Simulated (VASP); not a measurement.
# Ga (I-43d) in VASP: further runs

The runs below take Ga through single point, with PBEsol.

Everything below comes from runs of VASP 6.6.1. Logs are shortened: lines on timing, memory, paths and dates and some standing lists are left out, and cuts for length are marked.

## Step 1: The cell of the first run

The structure is cubic, space group I-43d (No. 220). Conventional cell: a = 6.029 Å, b = 6.029 Å, c = 6.029 Å, α = 90.00°, β = 90.00°, γ = 90.00°. Within 3.7 Å of Ga (site symmetry -4) lie 12 Ga at 2.82 to 3.37 Å.

## Step 2: Single point, PBEsol

Input file INCAR:

```
PREC     = Accurate       # precision mode
ENCUT    = 520            # plane-wave cutoff, eV
EDIFF    = 1E-6           # SCF threshold, eV
ISMEAR   = -1             # smearing method
SIGMA    = 0.15           # smearing width, eV
LREAL    = False          # projectors in reciprocal space
LASPH    = True           # aspherical terms in the spheres
NELM     = 80             # most SCF steps
ALGO     = Normal         # electronic algorithm
ISIF     = 2              # what is computed and relaxed
LWAVE    = False          # write WAVECAR
LCHARG   = False          # write CHGCAR
GGA      = PS             # functional
NBANDS   = 48             # bands
```

Input file KPOINTS:

```
regular mesh
0
Gamma
  6 6 6
```

Input file POSCAR:

```
Ga
1.0
   -3.0146558061      3.0146558061      3.0146558061
    3.0146558061     -3.0146558061      3.0146558061
    3.0146558061      3.0146558061     -3.0146558061
Ga
6
Direct
    0.2500000000      0.6250000000      0.3750000000
    0.3750000000      0.2500000000      0.6250000000
    0.7500000000      0.8750000000      0.1250000000
    0.1250000000      0.7500000000      0.8750000000
    0.6250000000      0.3750000000      0.2500000000
    0.8750000000      0.1250000000      0.7500000000
```

Potentials or basis: VASP PAW PBE potentials, release 64 (Ga_d).

Started as:

```
$ cat potpaw_PBE.64/Ga_d/POTCAR > POTCAR
$ mpirun -np 1 vasp_std > vasp.out
```

OUTCAR:

```text
PREC = Accurate
   ENCUT = 520
   EDIFF = 1E-6
   ISMEAR = -1
   LREAL = False
   LASPH = True
   NELM = 80
   ISIF = 2
   GGA = PS

 ion  position               nearest neighbor table
   1  0.250  0.625  0.375-   6 2.82   2 2.82   2 2.82   4 2.82   5 2.82   4 2.82   6 2.82   5 2.82

   2  0.375  0.250  0.625-   3 2.82   5 2.82   1 2.82   5 2.82   6 2.82   1 2.82   6 2.82   3 2.82

   3  0.750  0.875  0.125-   2 2.82   6 2.82   4 2.82   5 2.82   6 2.82   5 2.82   2 2.82   4 2.82

   4  0.125  0.750  0.875-   3 2.82   5 2.82   1 2.82   3 2.82   6 2.82   1 2.82   5 2.82   6 2.82

   5  0.625  0.375  0.250-   4 2.82   1 2.82   2 2.82   3 2.82   2 2.82   3 2.82   4 2.82   1 2.82

   6  0.875  0.125  0.750-   1 2.82   2 2.82   3 2.82   4 2.82   3 2.82   2 2.82   1 2.82   4 2.82

  LATTYP: Found a body centered cubic cell.
 ALAT       =     6.0293116122

  Lattice vectors:

 A1 = (  -3.0146558061,   3.0146558061,   3.0146558061)
 A2 = (   3.0146558061,  -3.0146558061,   3.0146558061)
 A3 = (   3.0146558061,   3.0146558061,  -3.0146558061)

Analysis of symmetry for initial positions (statically):
=====================================================================
 Subroutine PRICEL returns:
 Original cell was already a primitive cell.

 Routine SETGRP: Setting up the symmetry group for a
 body centered cubic supercell.

 Subroutine GETGRP returns: Found 24 space group operations
 (whereof  3 operations were pure point group operations)
 out of a pool of 48 trial point group operations.

The static configuration has the point symmetry C_3 .
 The point group associated with its full space group is T_d .

Analysis of symmetry for dynamics (positions and initial velocities):
=====================================================================
 Subroutine PRICEL returns:
 Original cell was already a primitive cell.

 Routine SETGRP: Setting up the symmetry group for a
 body centered cubic supercell.

 Subroutine GETGRP returns: Found 24 space group operations
 (whereof  3 operations were pure point group operations)
 out of a pool of 48 trial point group operations.

The dynamic configuration has the point symmetry C_3 .
 The point group associated with its full space group is T_d .

 Subroutine INISYM returns: Found 24 space group operations
 (whereof  3 operations are pure point group operations),
 and found     1 'primitive' translations

----------------------------------------------------------------------------------------

                                     Primitive cell

  volume of cell :     109.5906

  direct lattice vectors                    reciprocal lattice vectors
    -3.014655806  3.014655806  3.014655806     0.000000000  0.165856414  0.165856414
     3.014655806 -3.014655806  3.014655806     0.165856414  0.000000000  0.165856414
     3.014655806  3.014655806 -3.014655806     0.165856414  0.165856414  0.000000000

  length of vectors
     5.221537023  5.221537023  5.221537023     0.234556389  0.234556389  0.234556389

  position of ions in fractional coordinates (direct lattice)
     0.250000000  0.625000000  0.375000000
     0.375000000  0.250000000  0.625000000
     0.750000000  0.875000000  0.125000000
     0.125000000  0.750000000  0.875000000
     0.625000000  0.375000000  0.250000000
     0.875000000  0.125000000  0.750000000

  ion indices of the primitive-cell ions
   primitive index   ion index
                 1           1
                 2           2
                 3           3
                 4           4
                 5           5
                 6           6

----------------------------------------------------------------------------------------

 KPOINTS: regular mesh

Automatic generation of k-mesh.
 Grid dimensions read from file:
 generate k-points for:    6    6    6

 Generating k-lattice:

  Cartesian coordinates                     Fractional coordinates (reciprocal lattice)
     0.000000000  0.027642736  0.027642736     0.166666667  0.000000000  0.000000000
     0.027642736  0.000000000  0.027642736     0.000000000  0.166666667  0.000000000
     0.027642736  0.027642736  0.000000000     0.000000000  0.000000000  0.166666667

  Length of vectors
     0.039092732  0.039092732  0.039092732

  Shift w.r.t. Gamma in fractional coordinates (k-lattice)
     0.000000000  0.000000000  0.000000000

 Subroutine IBZKPT returns following result:
 ===========================================

 Found     16 irreducible k-points:

 Following reciprocal coordinates:
            Coordinates               Weight
  0.000000  0.000000  0.000000      1.000000
  0.166667  0.000000  0.000000     12.000000
  0.333333  0.000000  0.000000     12.000000
  0.500000  0.000000  0.000000      6.000000
  0.166667  0.166667  0.000000     24.000000
  0.333333  0.166667  0.000000     48.000000
[... 8 lines left out ...]
  0.500000  0.500000  0.333333     12.000000
  0.500000  0.500000  0.500000      1.000000
   k-points           NKPTS =     16   k-points in BZ     NKDIM =     16   number of bands    NBANDS=     48
   number of dos      NEDOS =    301   number of ions     NIONS =      6
   total plane-waves  NPLWV =  64000
   dimension x,y,z NGX =    40 NGY =   40 NGZ =   40
   dimension x,y,z NGXF=    80 NGYF=   80 NGZF=   80
   ions per type =               6
   NGX,Y,Z   is equivalent  to a cutoff of  12.74, 12.74, 12.74 a.u.
   NGXF,Y,Z  is equivalent  to a cutoff of  25.47, 25.47, 25.47 a.u.
 SYSTEM =  unknown system
   PREC   = accura    normal or accurate (medium, high low for compatibility)
   ISTART =      0    job   : 0-new  1-cont  2-samecut
   ICHARG =      2    charge: 1-file 2-atom 10-const
   ISPIN  =      1    spin polarized calculation?
   LNONCOLLINEAR =      F non collinear calculations
   LSORBIT =      F    spin-orbit coupling
   LASPH  =      T    aspherical Exc in radial PAW
   ENCUT  =  520.0 eV  38.22 Ry    6.18 a.u.   9.71  9.71  9.71*2*pi/ulx,y,z
   NELM   =     80;   NELMIN=  2; NELMDL= -5     # of ELM steps
   EDIFF  = 0.1E-05   stopping-criterion for ELM
   LREAL  =      F    real-space projection
   EDIFFG = 0.1E-04   stopping-criterion for IOM
   NSW    =      0    number of steps for IOM
   IBRION =     -1    ionic relax: 0-MD 1-quasi-New 2-CG
   NFREE  =      0    steps in history (QN), initial steepest desc. (CG)
   ISIF   =      2    stress and relaxation
   ISYM   =      2    0-nonsym 1-usesym 2-fastsym
   POTIM  = 0.5000    time-step for ionic-motion
   TEBEG  =    0.0;   TEEND  =   0.0 temperature during run
   PSTRESS=    0.0 pullay stress
   NELECT =      78.0000    total number of electrons
   NUPDOWN=      -1.0000    fix difference up-down
   EMIN   =  10.00;   EMAX   =-10.00  energy-range for DOS
   EFERMI =   0.00;   METHOD = LEGACY
   ISMEAR =    -1;   SIGMA  =   0.15  broadening in eV -4-tet -1-fermi 0-gaus
   EFERMI_NEDOS =   21; number of points for ismear=-14 and -15
   IALGO  =     38    algorithm
   IMIX   =      4    mixing-type and parameters
     AMIX     =   0.40;   BMIX     =  1.00
     AMIX_MAG =   1.60;   BMIX_MAG =  1.00
  volume/ion in A,a.u.               =      18.27       123.26
  Fermi-wavevector in a.u.,A,eV,Ry     =   1.461668  2.762151 29.068470  2.136472
  Thomas-Fermi vector in A             =   2.577972
   LORBIT       =      0    0 simple, 1 ext, 2 COOP (PROOUT), +10 PAW based schemes
   GGA     = PS    functional components
   LHFCALC =     F    Hartree Fock is set to
   AEXX    =    0.0000 exact exchange contribution
   IVDW    =     0    specifies the selected vdW correction
   LEPSILON=     F    determine dielectric tensor
   LRPA    =     F    only Hartree local field effects (RPA)
 non-spin polarized calculation
  energy-cutoff  :      520.00
  volume of cell :      109.59
 maximum number of plane-waves:      2988
   NGX = 19   NGY = 19   NGZ = 19

 number of electron      78.0000080 magnetization

 Free energy of the ion-electron system (eV)
  ---------------------------------------------------
  ext. energy  EPLUGINS =         0.00000000
  ---------------------------------------------------
  free energy    TOTEN  =       -20.07125508 eV

  energy without entropy =      -19.87235434  energy(sigma->0) =      -19.97180471

 E-fermi :   5.5280     XC(G=0): -11.2989

 val. band max:        5.5209265493   @ k =   0.3333   0.1667   0.1667
 cond. band min:       5.5393837531   @ k =   0.3333   0.3333   0.0000
 fundamental gap:      0.0184572037
 Fermi energy:         5.5280414623

 k-point     1 :       0.0000    0.0000    0.0000
  band No.  band energies     occupation
      1      -9.3408      2.00000
      2      -9.3044      2.00000
      3      -9.3044      2.00000
      4      -9.2715      2.00000
      5      -9.2715      2.00000
      6      -9.2715      2.00000
[... 40 lines left out ...]
     47      11.7365      0.00000
     48      11.7365      0.00000

 k-point     2 :       0.1667    0.0000    0.0000
  band No.  band energies     occupation
      1      -9.3367      2.00000
      2      -9.3313      2.00000
      3      -9.3311      2.00000
      4      -9.3066      2.00000
      5      -9.2902      2.00000
      6      -9.2883      2.00000
[... 40 lines left out ...]
     47      12.2785      0.00000
     48      14.0042      0.00000

 k-point     3 :       0.3333    0.0000    0.0000
  band No.  band energies     occupation
      1      -9.3758      2.00000
      2      -9.3690      2.00000
      3      -9.3322      2.00000
      4      -9.3237      2.00000
      5      -9.3007      2.00000
      6      -9.2864      2.00000
[... 40 lines left out ...]
     47      11.8484      0.00000
     48      12.0585      0.00000

 k-point     4 :       0.5000    0.0000    0.0000
  band No.  band energies     occupation
      1      -9.3900      2.00000
      2      -9.3900      2.00000
      3      -9.3186      2.00000
      4      -9.3186      2.00000
      5      -9.2943      2.00000
      6      -9.2943      2.00000
[... 550 lines left out ...]
     47      10.5755      0.00000
     48      10.9751      0.00000

 k-point    15 :       0.5000    0.5000    0.3333
  band No.  band energies     occupation
      1      -9.3734      2.00000
      2      -9.3734      2.00000
      3      -9.3615      2.00000
      4      -9.3615      2.00000
      5      -9.3425      2.00000
      6      -9.3425      2.00000
[... 40 lines left out ...]
     47      12.4177      0.00000
     48      12.4177      0.00000

 k-point    16 :       0.5000    0.5000    0.5000
  band No.  band energies     occupation
      1      -9.3609      2.00000
      2      -9.3609      2.00000
      3      -9.3609      2.00000
      4      -9.3609      2.00000
      5      -9.3609      2.00000
      6      -9.3609      2.00000
[... 40 lines left out ...]
     47      13.3780      0.00000
     48      13.3780      0.00000

------------------------ aborting loop because EDIFF is reached ----------------------------------------

  FORCE on cell =-STRESS in cart. coord.  units (eV):
  Direction    XX          YY          ZZ          XY          YZ          ZX
  --------------------------------------------------------------------------------------
  -------------------------------------------------------------------------------------
  Total       -1.0347269     -1.0347269     -1.0347269      0.0000000     -0.0000000      0.0000000
  in kB      -15.1273596    -15.1273596    -15.1273596      0.0000000     -0.0000000      0.0000000
  external PRESSURE =     -15.1273596 kB  Pullay stress =       0.0000000 kB

 VOLUME and BASIS-vectors are now :
 -----------------------------------------------------------------------------
  energy-cutoff  :      520.00
  volume of cell :      109.59
      direct lattice vectors                 reciprocal lattice vectors
    -3.014655806  3.014655806  3.014655806     0.000000000  0.165856414  0.165856414
     3.014655806 -3.014655806  3.014655806     0.165856414  0.000000000  0.165856414
     3.014655806  3.014655806 -3.014655806     0.165856414  0.165856414  0.000000000

 POSITION                                       TOTAL-FORCE (eV/Angst)
 -----------------------------------------------------------------------------------
      2.26099      0.00000      1.50733        -0.000000      0.000000     -0.000000
      1.50733      2.26099      0.00000        -0.000000     -0.000000      0.000000
      0.75366     -0.00000      4.52198        -0.000000      0.000000      0.000000
      4.52198      0.75366     -0.00000         0.000000     -0.000000     -0.000000
     -0.00000      1.50733      2.26099         0.000000     -0.000000      0.000000
     -0.00000      4.52198      0.75366         0.000000      0.000000     -0.000000
 -----------------------------------------------------------------------------------
    total drift:                                0.000000      0.000000      0.000000

  FREE ENERGIE OF THE ION-ELECTRON SYSTEM (eV)
  ---------------------------------------------------
  free  energy   TOTEN  =       -20.0712550803 eV

  energy  without entropy=      -19.8723543429  energy(sigma->0) =      -19.97180471
```

Run time: 44 s. Hardware: 1 thread of Intel Xeon 6975P-C (Granite Rapids), shared host; peak memory 0.25 GiB.

What came out:

- Free energy: -20.0713 eV
- Pressure: -1.5 GPa
- Band gap on the k mesh: zero (bands 39 and 40 overlap by 3.72 eV)

Caveat: the PAW data sets were made with another functional, which shifts forces and pressure a little.

(Continued in part 2 of 2.)
